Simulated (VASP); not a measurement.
# ZnGeN (P6mm) in VASP: single point with PBE

Aim: the single point of ZnGeN with PBE.

Everything below comes from runs of VASP 6.6.1. Logs are shortened: lines on timing, memory, paths and dates and some standing lists are left out, and cuts for length are marked.

## 1. The cell of the first run

The structure is hexagonal, space group P6mm (No. 183). The conventional cell has a = 2.797 Å, b = 2.797 Å, c = 6.873 Å, α = 90.00°, β = 90.00°, γ = 120.00°. Zn (site symmetry 6mm) has 1 Ge at 2.17 Å and 6 Zn at 2.80 Å within 2.9 Å. Within 2.2 Å of Ge (site symmetry 6mm) lie 1 N at 1.69 Å and 1 Zn at 2.17 Å. Within 2.2 Å of N (site symmetry 6mm) lie 1 Ge at 1.69 Å.

## 2. Single point, PBE

Contents of INCAR:

```
PREC = Accurate
ENCUT = 520
EDIFF = 1E-6
ISMEAR = 0
SIGMA = 0.1
LREAL = F
LASPH = T
NELM = 60
ALGO = Normal
ISIF = 2
LWAVE = F
LCHARG = F
GGA = PE
NBANDS = 22
```

Contents of KPOINTS:

```
regular mesh
0
Gamma
  6 6 4
```

Contents of POSCAR:

```
ZnGeN
1.0
    2.7970839300      0.0000000000      0.0000000000
   -1.3985419700      2.4223457400      0.0000000000
    0.0000000000      0.0000000000      6.8729200100
Zn Ge N
1 1 1
Direct
    0.0000000000      0.0000000000      0.4922867200
    0.0000000000      0.0000000000      0.1771742900
    0.0000000000      0.0000000000      0.9313029200
```

Potentials or basis: VASP PAW PBE potentials, release 64 (Zn, Ge_d, N).

On the command line:

```sh
$ cat potpaw_PBE.64/Zn/POTCAR potpaw_PBE.64/Ge_d/POTCAR potpaw_PBE.64/N/POTCAR > POTCAR
$ mpirun -np 1 vasp_std > vasp.out
```

OUTCAR:

```text
PREC = Accurate
   ENCUT = 520
   EDIFF = 1E-6
   ISMEAR = 0
   LREAL = F
   LASPH = T
   NELM = 60
   ISIF = 2
   GGA = PE

 ion  position               nearest neighbor table
   1  0.000  0.000  0.492-   2 2.17
   2  0.000  0.000  0.177-   3 1.69   1 2.17
   3  0.000  0.000  0.931-   2 1.69

  LATTYP: Found a hexagonal cell.
 ALAT       =     2.7970839300
 C/A-ratio  =     2.4571733212

  Lattice vectors:

 A1 = (   2.7970839300,   0.0000000000,   0.0000000000)
 A2 = (  -1.3985419700,   2.4223457400,   0.0000000000)
 A3 = (   0.0000000000,   0.0000000000,   6.8729200100)

Analysis of symmetry for initial positions (statically):
=====================================================================
 Subroutine PRICEL returns:
 Original cell was already a primitive cell.

 Routine SETGRP: Setting up the symmetry group for a
 hexagonal supercell.

 Subroutine GETGRP returns: Found 12 space group operations
 (whereof 12 operations were pure point group operations)
 out of a pool of 24 trial point group operations.

The static configuration has the point symmetry C_6v.

Analysis of symmetry for dynamics (positions and initial velocities):
=====================================================================
 Subroutine PRICEL returns:
 Original cell was already a primitive cell.

 Routine SETGRP: Setting up the symmetry group for a
 hexagonal supercell.

 Subroutine GETGRP returns: Found 12 space group operations
 (whereof 12 operations were pure point group operations)
 out of a pool of 24 trial point group operations.

The dynamic configuration has the point symmetry C_6v.

 Subroutine INISYM returns: Found 12 space group operations
 (whereof 12 operations are pure point group operations),
 and found     1 'primitive' translations

----------------------------------------------------------------------------------------

                                     Primitive cell

  volume of cell :      46.5675

  direct lattice vectors                    reciprocal lattice vectors
     2.797083930  0.000000000  0.000000000     0.357515193  0.206411493  0.000000000
    -1.398541970  2.422345740  0.000000000     0.000000000  0.412822985  0.000000000
     0.000000000  0.000000000  6.872920010     0.000000000  0.000000000  0.145498565

  length of vectors
     2.797083930  2.797083933  6.872920010     0.412822986  0.412822985  0.145498565

  position of ions in fractional coordinates (direct lattice)
     0.000000000  0.000000000  0.492286720
     0.000000000  0.000000000  0.177174290
     0.000000000  0.000000000  0.931302920

  ion indices of the primitive-cell ions
   primitive index   ion index
                 1           1
                 2           2
                 3           3

----------------------------------------------------------------------------------------

 KPOINTS: regular mesh

Automatic generation of k-mesh.
 Grid dimensions read from file:
 generate k-points for:    6    6    4

 Generating k-lattice:

  Cartesian coordinates                     Fractional coordinates (reciprocal lattice)
     0.059585865  0.034401916  0.000000000     0.166666667 -0.000000000  0.000000000
     0.000000000  0.068803831  0.000000000     0.000000000  0.166666667  0.000000000
     0.000000000  0.000000000  0.036374641     0.000000000  0.000000000  0.250000000

  Length of vectors
     0.068803831  0.068803831  0.036374641

  Shift w.r.t. Gamma in fractional coordinates (k-lattice)
     0.000000000  0.000000000  0.000000000

 Subroutine IBZKPT returns following result:
 ===========================================

 Found     21 irreducible k-points:

 Following reciprocal coordinates:
            Coordinates               Weight
  0.000000  0.000000  0.000000      1.000000
  0.166667 -0.000000  0.000000      6.000000
  0.333333 -0.000000  0.000000      6.000000
  0.500000 -0.000000  0.000000      3.000000
  0.166667  0.166667  0.000000      6.000000
  0.333333  0.166667  0.000000     12.000000
[... 13 lines left out ...]
  0.333333  0.166667  0.500000     12.000000
  0.333333  0.333333  0.500000      2.000000
   k-points           NKPTS =     21   k-points in BZ     NKDIM =     21   number of bands    NBANDS=     22
   number of dos      NEDOS =    301   number of ions     NIONS =      3
   total plane-waves  NPLWV =  31104
   dimension x,y,z NGX =    24 NGY =   24 NGZ =   54
   dimension x,y,z NGXF=    48 NGYF=   48 NGZF=  108
   ions per type =               1   1   1
   NGX,Y,Z   is equivalent  to a cutoff of  14.26, 14.26, 13.06 a.u.
   NGXF,Y,Z  is equivalent  to a cutoff of  28.53, 28.53, 26.12 a.u.
 SYSTEM =  unknown system
   PREC   = accura    normal or accurate (medium, high low for compatibility)
   ISTART =      0    job   : 0-new  1-cont  2-samecut
   ICHARG =      2    charge: 1-file 2-atom 10-const
   ISPIN  =      1    spin polarized calculation?
   LNONCOLLINEAR =      F non collinear calculations
   LSORBIT =      F    spin-orbit coupling
   LASPH  =      T    aspherical Exc in radial PAW
   ENCUT  =  520.0 eV  38.22 Ry    6.18 a.u.   5.20  5.20 12.78*2*pi/ulx,y,z
   NELM   =     60;   NELMIN=  2; NELMDL= -5     # of ELM steps
   EDIFF  = 0.1E-05   stopping-criterion for ELM
   LREAL  =      F    real-space projection
   EDIFFG = 0.1E-04   stopping-criterion for IOM
   NSW    =      0    number of steps for IOM
   IBRION =     -1    ionic relax: 0-MD 1-quasi-New 2-CG
   NFREE  =      0    steps in history (QN), initial steepest desc. (CG)
   ISIF   =      2    stress and relaxation
   ISYM   =      2    0-nonsym 1-usesym 2-fastsym
   POTIM  = 0.5000    time-step for ionic-motion
   TEBEG  =    0.0;   TEEND  =   0.0 temperature during run
   PSTRESS=    0.0 pullay stress
   NELECT =      31.0000    total number of electrons
   NUPDOWN=      -1.0000    fix difference up-down
   EMIN   =  10.00;   EMAX   =-10.00  energy-range for DOS
   EFERMI =   0.00;   METHOD = LEGACY
   ISMEAR =     0;   SIGMA  =   0.10  broadening in eV -4-tet -1-fermi 0-gaus
   EFERMI_NEDOS =   21; number of points for ismear=-14 and -15
   IALGO  =     38    algorithm
   IMIX   =      4    mixing-type and parameters
     AMIX     =   0.40;   BMIX     =  1.00
     AMIX_MAG =   1.60;   BMIX_MAG =  1.00
  volume/ion in A,a.u.               =      15.52       104.75
  Fermi-wavevector in a.u.,A,eV,Ry     =   1.429446  2.701261 27.801000  2.043316
  Thomas-Fermi vector in A             =   2.549399
   LORBIT       =      0    0 simple, 1 ext, 2 COOP (PROOUT), +10 PAW based schemes
   GGA     = PE    functional components
   LHFCALC =     F    Hartree Fock is set to
   AEXX    =    0.0000 exact exchange contribution
   IVDW    =     0    specifies the selected vdW correction
   LEPSILON=     F    determine dielectric tensor
   LRPA    =     F    only Hartree local field effects (RPA)
 non-spin polarized calculation
 Gauss-broadening in eV      SIGMA  =   0.10
  energy-cutoff  :      520.00
  volume of cell :       46.57
 maximum number of plane-waves:      1288
 NGX is ok and might be reduce to    24
   NGX = 11   NGY = 11   NGZ = 25

 number of electron      30.9999988 magnetization

 Free energy of the ion-electron system (eV)
  ---------------------------------------------------
  ext. energy  EPLUGINS =         0.00000000
  ---------------------------------------------------
  free energy    TOTEN  =        -8.89759744 eV

  energy without entropy =       -8.88287865  energy(sigma->0) =       -8.89023804

 E-fermi :   3.1110     XC(G=0): -10.6528

 val. band max:        3.0919209904   @ k =   0.1667   0.1667   0.5000
 cond. band min:       3.1234433654   @ k =   0.3333  -0.0000   0.0000
 fundamental gap:      0.0315223750
 Fermi energy:         3.1110266277

 k-point     1 :       0.0000    0.0000    0.0000
  band No.  band energies     occupation
      1     -21.4555      2.00000
      2     -21.3200      2.00000
      3     -21.3200      2.00000
      4     -21.1116      2.00000
      5     -21.1116      2.00000
      6     -12.6336      2.00000
[... 14 lines left out ...]
     21      16.3274      0.00000
     22      18.8622      0.00000

 k-point     2 :       0.1667   -0.0000    0.0000
  band No.  band energies     occupation
      1     -21.4367      2.00000
      2     -21.3264      2.00000
      3     -21.2817      2.00000
      4     -21.1348      2.00000
      5     -21.1167      2.00000
      6     -12.1871      2.00000
[... 14 lines left out ...]
     21      15.3060      0.00000
     22      16.1273      0.00000

 k-point     3 :       0.3333   -0.0000    0.0000
  band No.  band energies     occupation
      1     -21.4183      2.00000
      2     -21.3223      2.00000
      3     -21.2043      2.00000
      4     -21.1803      2.00000
      5     -21.1269      2.00000
      6     -11.1086      2.00000
[... 14 lines left out ...]
     21      13.3911      0.00000
     22      15.1718      0.00000

 k-point     4 :       0.5000   -0.0000    0.0000
  band No.  band energies     occupation
      1     -21.4208      2.00000
      2     -21.3096      2.00000
      3     -21.2026      2.00000
      4     -21.1651      2.00000
      5     -21.1320      2.00000
      6     -10.4224      2.00000
[... 14 lines left out ...]
     21      12.8574      0.00000
     22      13.5772      0.00000

 k-point     5 :       0.1667    0.1667    0.0000
  band No.  band energies     occupation
      1     -21.4089      2.00000
      2     -21.3291      2.00000
      3     -21.2319      2.00000
      4     -21.1647      2.00000
      5     -21.1287      2.00000
      6     -11.4149      2.00000
[... 14 lines left out ...]
     21      12.7816      0.00000
     22      14.8767      0.00000

 k-point     6 :       0.3333    0.1667    0.0000
  band No.  band energies     occupation
      1     -21.3910      2.00000
      2     -21.3087      2.00000
      3     -21.1967      2.00000
      4     -21.1907      2.00000
      5     -21.1439      2.00000
      6     -10.4653      2.00000
[... 14 lines left out ...]
     21      11.3979      0.00000
     22      14.2248      0.00000

 k-point     7 :       0.3333    0.3333    0.0000
  band No.  band energies     occupation
      1     -21.3642      2.00000
      2     -21.2543      2.00000
      3     -21.2543      2.00000
      4     -21.1741      2.00000
      5     -21.1741      2.00000
      6     -10.1330      2.00000
[... 249 lines left out ...]
      6     -11.1021      2.00000
[... 14 lines left out ...]
     21      13.4045      0.00000
     22      15.1064      0.00000

 k-point    18 :       0.5000   -0.0000    0.5000
  band No.  band energies     occupation
      1     -21.4207      2.00000
      2     -21.3096      2.00000
      3     -21.2026      2.00000
      4     -21.1651      2.00000
      5     -21.1320      2.00000
      6     -10.4190      2.00000
[... 14 lines left out ...]
     21      11.3533      0.00000
     22      14.0283      0.00000

 k-point    19 :       0.1667    0.1667    0.5000
  band No.  band energies     occupation
      1     -21.4088      2.00000
      2     -21.3291      2.00000
      3     -21.2319      2.00000
      4     -21.1647      2.00000
      5     -21.1287      2.00000
      6     -11.4072      2.00000
[... 14 lines left out ...]
     21      12.9195      0.00000
     22      14.2569      0.00000

 k-point    20 :       0.3333    0.1667    0.5000
  band No.  band energies     occupation
      1     -21.3909      2.00000
      2     -21.3087      2.00000
      3     -21.1967      2.00000
      4     -21.1907      2.00000
      5     -21.1439      2.00000
      6     -10.4617      2.00000
[... 14 lines left out ...]
     21      11.5619      0.00000
     22      13.5288      0.00000

 k-point    21 :       0.3333    0.3333    0.5000
  band No.  band energies     occupation
      1     -21.3641      2.00000
      2     -21.2543      2.00000
      3     -21.2543      2.00000
      4     -21.1741      2.00000
      5     -21.1741      2.00000
      6     -10.1309      2.00000
[... 14 lines left out ...]
     21      13.2240      0.00000
     22      13.2310      0.00000

------------------------ aborting loop because EDIFF is reached ----------------------------------------

  FORCE on cell =-STRESS in cart. coord.  units (eV):
  Direction    XX          YY          ZZ          XY          YZ          ZX
  --------------------------------------------------------------------------------------
  -------------------------------------------------------------------------------------
  Total        1.6551394      1.6551394     11.2067678     -0.0000000      0.0000000     -0.0000000
  in kB       56.9458700     56.9458700    385.5742633     -0.0000001      0.0000000     -0.0000000
  external PRESSURE =     166.4886678 kB  Pullay stress =       0.0000000 kB

 VOLUME and BASIS-vectors are now :
 -----------------------------------------------------------------------------
  energy-cutoff  :      520.00
  volume of cell :       46.57
      direct lattice vectors                 reciprocal lattice vectors
     2.797083930  0.000000000  0.000000000     0.357515193  0.206411493  0.000000000
    -1.398541970  2.422345740  0.000000000     0.000000000  0.412822985  0.000000000
     0.000000000  0.000000000  6.872920010     0.000000000  0.000000000  0.145498565

 POSITION                                       TOTAL-FORCE (eV/Angst)
 -----------------------------------------------------------------------------------
      0.00000      0.00000      3.38345         0.000000      0.000000      3.501204
      0.00000      0.00000      1.21770        -0.000000     -0.000000      0.204473
      0.00000      0.00000      6.40077        -0.000000     -0.000000     -3.705678
 -----------------------------------------------------------------------------------
    total drift:                               -0.000000     -0.000001     -0.000115

  FREE ENERGIE OF THE ION-ELECTRON SYSTEM (eV)
  ---------------------------------------------------
  free  energy   TOTEN  =        -8.8975974353 eV

  energy  without entropy=       -8.8828786489  energy(sigma->0) =       -8.89023804
```

It took 19 s on 1 thread of Intel Xeon 6975P-C (Granite Rapids), shared host; peak memory 0.18 GiB.

What came out:

```
Free energy   : -8.8976 eV
Pressure      : 16.6 GPa
Largest force : 3.706 eV/Å
```

Forces on the atoms (eV/Å):
```
Zn   0.000  0.000  3.501
Ge   0.000  0.000  0.204
N    0.000  0.000 -3.706
```

Stress tensor (GPa, compression positive):
```
 5.69  0.00  0.00
 0.00  5.69  0.00
 0.00  0.00 38.56
```

Caveat: the k points lie up to 0.43 Å⁻¹ apart; forces of over 1 eV/Å act on the atoms, so gaps and moduli don't describe the material at rest.
